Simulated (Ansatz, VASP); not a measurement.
**One calculation of KCl, two programs**

```xyz
2
Lattice="3.8608 0.0000 0.0000 0.0000 3.8608 0.0000 0.0000 0.0000 3.8608" Properties=species:S:1:pos:R:3 pbc="T T T"
K     0.0000    0.0000    0.0000
Cl    1.9304    1.9304    1.9304
```

Alike in both runs: task single point; functional PBE; k mesh 10 × 10 × 10; occupations gaussian, width 0.05 eV; no spin polarisation.

```csv
,VASP,Ansatz
version,VASP 6.6.1,Ansatz 0.2.0
potentials or method,"VASP PAW PBE potentials, release 64 (K_sv, Cl), cutoff 520 eV","scalar-relativistic, plane waves, PAW"
valence electrons in the cell,16,16
```

```csv
,VASP,Ansatz,Ansatz less VASP
gap on the k mesh at the Fermi level (eV),4.73,4.73,+0.001
least direct gap on the mesh (eV),4.93,4.93,0.000
pressure (GPa),-0.3,-0.4,0.00
```
